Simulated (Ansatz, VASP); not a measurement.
# La4H in VASP and in Ansatz

Contents of INCAR:

```
ALGO = Normal ; EDIFF = 1E-7
EDIFFG = -0.04 ; ENCUT = 600
GGA = PE ; IBRION = 2
ISIF = 3 ; ISMEAR = 0
LASPH = True ; LCHARG = False
LREAL = False ; LWAVE = False
NELM = 100 ; NSW = 90
PREC = Accurate ; SIGMA = 0.1
```

KPOINTS

```
k-points
0
Gamma
  4 4 4
```

Contents of POSCAR:

```
La4H
1.0
    4.9721103000      0.0000000000      0.0000000000
    0.0000000000      4.9721103000      0.0000000000
    0.0000000000      0.0000000000      4.9721103000
La H
4 1
Direct
    0.5000000000      0.5000000000      0.5000000000
    0.0000000000      0.5000000000      0.5000000000
    0.5000000000      0.0000000000      0.5000000000
    0.5000000000      0.5000000000      0.0000000000
    0.0000000000      0.0000000000      0.0000000000
```

Input for Ansatz:

```yaml
crystal:
  lattice:
    - [4.9721103, 0.0, 0.0]
    - [0.0, 4.9721103, 0.0]
    - [0.0, 0.0, 4.9721103]
  atoms:
    - { symbol: La, position: [0.5, 0.5, 0.5] }
    - { symbol: La, position: [0.0, 0.5, 0.5] }
    - { symbol: La, position: [0.5, 0.0, 0.5] }
    - { symbol: La, position: [0.5, 0.5, 0.0] }
    - { symbol: H, position: [0.0, 0.0, 0.0] }
basis:
  ecutwfc: 420
kpoints:
  mp_grid: { grid: [4, 4, 4] }
hamiltonian:
  xc: pbe
scf:
  occupations: { method: gaussian, width: 0.1 }
  lower_state_search: "off"
output:
  forces: true
  stress: true
  eigenvalues: true
relax:
  adjacent_minimum: "off"
  f_tol: 0.04
  max_steps: 70
  cell: { stress_tol: 0.4 }
```

Change from the starting cell: species swapped into the Mn4N type (Pm-3m, No. 221).

Alike in both runs: task relaxation of cell and atoms; functional PBE; k mesh 4 × 4 × 4; occupations gaussian, width 0.1 eV; no spin polarisation.

|  | VASP | Ansatz |
| --- | --- | --- |
| version | VASP 6.6.1 | Ansatz 0.2.0 |
| potentials or method | VASP PAW PBE potentials, release 64 (La, H), cutoff 600 eV | scalar-relativistic, plane waves, PAW |
| valence electrons in the cell | 45 | 45 |

```tsv
	VASP	Ansatz	Ansatz less VASP
gap on the k mesh at the Fermi level, each at its own relaxed structure (eV)	none	none	-
relaxed volume (Å³/atom)	42.72	42.10	-0.626
relaxed length of the cell vector where the two differ most in proportion (Å)	5.978	5.949	-0.0293
```

A gap of «none» marks a metal or a gap that the smearing closes.

Spin-orbit coupling is off throughout. Noted on VASP's run: the volume moved by over 15 % at a fixed basis, so the end points are rough.
